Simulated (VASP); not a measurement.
# SnBr4Cl (P4/mmm) in VASP: a series of runs, part 2 of 2

VASP 6.6.1. Earlier steps stand in the parts before.

**4. Relaxation of cell and atoms, PBE**

The input, INCAR:

```
SYSTEM = SnBr4Cl
ALGO = Normal
EDIFF = 1E-7
EDIFFG = -0.04
ENCUT = 600
GGA = PE
IBRION = 2
ISIF = 3
ISMEAR = 0
LASPH = .TRUE.
LCHARG = .FALSE.
LREAL = .FALSE.
LWAVE = .FALSE.
NELM = 60
NSW = 90
PREC = Accurate
SIGMA = 0.1
```

The input, KPOINTS:

```
k-points
0
G
  4 4 2
  0 0 0
```

The input, POSCAR:

```
SnBr4Cl
1.0
    4.5000216500      0.0000000000      0.0000000000
    0.0000000000      4.5000216500      0.0000000000
    0.0000000000      0.0000000000      7.7564055500
Sn Br Cl
1 4 1
Direct
    0.0000000000      0.0000000000      0.0000000000
    0.5000000000      0.0000000000      0.0000000000
    0.0000000000      0.5000000000      0.0000000000
    0.0000000000      0.0000000000      0.2770000100
    0.0000000000      0.0000000000      0.7229999900
    0.5000000000      0.5000000000      0.5000000000
```

Started as:

```console
cat potpaw_PBE.64/Sn_d/POTCAR potpaw_PBE.64/Br/POTCAR potpaw_PBE.64/Cl/POTCAR > POTCAR
mpirun -np 1 vasp_std > vasp.out
```

Run time: 7.1 min. Hardware: 1 thread of Intel Xeon 6975P-C (Granite Rapids), shared host; peak memory 0.31 GiB.

The run converged. Its results:

| Item | Value |
| --- | --- |
| Free energy | -13.1152 eV |
| Relaxed volume | 42.51 Å³/atom |
| Relaxed cell | a = 5.499 Å, b = 5.499 Å, c = 8.433 Å, α = 90.00°, β = 90.00°, γ = 90.00° |
| Space group after relaxing (to 0.1 Å) | P4/mmm (No. 123) |
| Energy gained by relaxing | 1451.4 meV/atom |
| Ionic steps | 15 |
| Pressure after relaxing | 0.0 GPa |
| Largest force after relaxing | 0.006 eV/Å |
| Band gap on the k mesh | zero (an odd number of electrons rules out a gap without spin polarisation) |

Forces on the atoms (eV/Å):
```
Sn   0.000  0.000  0.000
Br   0.000  0.000  0.000
Br   0.000  0.000  0.000
Br   0.000  0.000  0.006
Br   0.000  0.000 -0.006
Cl   0.000  0.000  0.000
```

Step by step:
```csv
step,energy change (eV),largest force (eV/Å),pressure (GPa),volume (Å³)
1,0.0000,9.6682,40.81,157.07
2,-6.4258,0.1775,-2.46,362.55
3,-8.0261,0.7763,0.77,242.38
4,-8.0246,0.7683,0.48,245.67
5,-8.5083,0.6995,-0.64,253.43
6,-8.6645,0.3519,-0.85,259.94
7,-8.6944,0.0100,-0.01,251.23
8,-8.6947,0.0285,-0.09,251.96
9,-8.7010,0.0597,-0.01,250.33
10,-8.7028,0.0854,0.08,248.92
11,-8.7040,0.0810,0.05,249.57
12,-8.7066,0.0690,-0.01,251.53
13,-8.7082,0.0501,-0.11,255.47
14,-8.7084,0.0479,0.05,254.76
15,-8.7087,0.0056,-0.02,255.06
```

Final structure:
```
Sn Br Cl
1.0
     5.49943    0.00000    0.00000
     0.00000    5.49943    0.00000
     0.00000    0.00000    8.43350
Sn Br Cl
1 4 1
Direct
  0.00000 0.00000 0.00000
  0.50000 0.00000 0.00000
  0.00000 0.50000 0.00000
  0.00000 0.00000 0.29907
  0.00000 0.00000 0.70093
  0.50000 0.50000 0.50000
```

Levels at points of the mesh, in eV from the Fermi level:
| k point | band 21 | band 22 | band 23 | band 24 | band 25 | band 26 | band 27 | band 28 | band 29 |
| --- | --- | --- | --- | --- | --- | --- | --- | --- | --- |
| (0.00, 0.00, 0.00) | -0.74 | -0.74 | -0.22 | -0.09 | -0.03 | -0.03 | 6.10 | 7.35 | 7.47 |
| (0.50, 0.00, 0.00) | -0.76 | -0.21 | -0.20 | -0.14 | 0.04 | 1.32 | 3.39 | 6.85 | 7.18 |
| (0.50, 0.50, 0.00) | -0.11 | -0.09 | -0.09 | -0.07 | -0.07 | 2.64 | 2.87 | 2.87 | 6.61 |
| (0.00, 0.00, 0.50) | -0.57 | -0.57 | -0.16 | -0.05 | -0.05 | 1.05 | 6.24 | 6.73 | 7.27 |
| (0.50, 0.00, 0.50) | -0.57 | -0.23 | -0.17 | -0.15 | -0.08 | 2.06 | 3.50 | 5.87 | 6.98 |
| (0.50, 0.50, 0.50) | -0.43 | -0.13 | -0.11 | 0.08 | 0.08 | 2.95 | 2.95 | 3.24 | 5.39 |

Caveat: the k points lie up to 0.37 Å⁻¹ apart in the final cell, too coarse for converged energies and pressures of a metal; the volume moved by over 15 % at a fixed basis, so the end points are rough; spin-orbit coupling is left out, which moves the levels of the heavy elements; an odd number of electrons without spin polarisation forces a metal; a magnetic or distorted state may lie lower.

**5. Single point, PBE**

This run uses another cell than the first one, of 42.63 Å³/atom.

The input, INCAR:

```
  PREC = Accurate
  ENCUT = 520
  EDIFF = 1E-6
  ISMEAR = 0
  SIGMA = 0.1
  LREAL = F
  LASPH = T
  NELM = 80
  ALGO = Normal
  ISIF = 2
  LWAVE = F
  LCHARG = F
  GGA = PE
  NBANDS = 34
```

The input, KPOINTS:

```
Automatic mesh
0
Gamma
  8 8 6
```

The input, POSCAR:

```
SnBr4Cl
1.0
    5.4984935308      0.0000000000      0.0000000000
    0.0000000000      5.4984935308      0.0000000000
    0.0000000000      0.0000000000      8.4605377443
Sn Br Cl
1 4 1
Direct
    0.0000000000      0.0000000000      0.0000000000
    0.5000000000      0.0000000000      0.0000000000
    0.0000000000      0.5000000000      0.0000000000
    0.0000000000      0.0000000000      0.2973299538
    0.0000000000      0.0000000000      0.7026700462
    0.5000000000      0.5000000000      0.5000000000
```

Started as:

```console
cat potpaw_PBE.64/Sn_d/POTCAR potpaw_PBE.64/Br/POTCAR potpaw_PBE.64/Cl/POTCAR > POTCAR
mpirun -np 1 vasp_std > vasp.out
```

Wall time 5.9 min (1 thread of Intel Xeon 6975P-C (Granite Rapids), shared host); peak memory 0.62 GiB.

The run converged. Its results:

```
Free energy            : -13.1255 eV
Pressure               : 0.0 GPa
Band gap on the k mesh : zero (an odd number of electrons rules out a gap without spin polarisation)
```

Forces on the atoms (eV/Å):
```
Sn   0.000  0.000  0.000
Br   0.000  0.000  0.000
Br   0.000  0.000  0.000
Br   0.000  0.000 -0.002
Br   0.000  0.000  0.002
Cl   0.000  0.000  0.000
```

Levels at points of the mesh, in eV from the Fermi level:
```
           k point  band 21  band 22  band 23  band 24  band 25  band 26  band 27  band 28  band 29  band 30
(0.00, 0.00, 0.00)    -0.74    -0.74    -0.21    -0.09    -0.03    -0.03     6.09     7.34     7.45     7.45
(0.50, 0.00, 0.00)    -0.77    -0.21    -0.20    -0.14     0.03     1.32     3.37     6.83     7.16     7.86
(0.50, 0.50, 0.00)    -0.10    -0.09    -0.09    -0.08    -0.08     2.64     2.85     2.85     6.59     7.85
(0.00, 0.00, 0.50)    -0.61    -0.61    -0.16    -0.06    -0.06     1.00     6.23     6.72     7.27     7.35
(0.50, 0.00, 0.50)    -0.60    -0.23    -0.17    -0.14    -0.08     2.03     3.48     5.87     6.96     8.07
(0.50, 0.50, 0.50)    -0.42    -0.13    -0.10     0.07     0.07     2.93     2.93     3.22     5.39     7.32
```

Caveat: spin-orbit coupling is left out, which moves the levels of the heavy elements; an odd number of electrons without spin polarisation forces a metal; a magnetic or distorted state may lie lower.

**6. Summary**

```csv
task,cell,k mesh,cutoff (eV),gap on the mesh (eV),pressure (GPa),largest force (eV/Å)
single point,"a = 4.500, b = 4.500, c = 7.756 Å, 6 atoms, atomic positions A",4 × 4 × 2,520,none,40.8,9.67
single point,"a = 5.471, b = 5.471, c = 8.395 Å, 6 atoms, atomic positions B",4 × 4 × 2,520,none,0.2,-
relaxation of cell and atoms,"relaxed from a = 4.500, b = 4.500, c = 7.756 Å, 6 atoms, atomic positions A",4 × 4 × 2,600,none,0.0,0.01
single point,"a = 5.498, b = 5.498, c = 8.461 Å, 6 atoms, atomic positions C",8 × 8 × 6,520,none,0.0,-
```

Alike in all rows: level PBE; potentials or basis VASP PAW PBE potentials, release 64 (Sn_d, Br, Cl); no spin polarisation; smearing gaussian 0.1 eV.

Caveats: some runs use coarse meshes; spin-orbit coupling is left out, which moves the levels of the heavy elements; an odd number of electrons without spin polarisation forces a metal; a magnetic or distorted state may lie lower; the volume moved by over 15 % at a fixed basis, so the end points are rough (at least some runs).

Absolute energies hang on the potentials; compare differences alone.
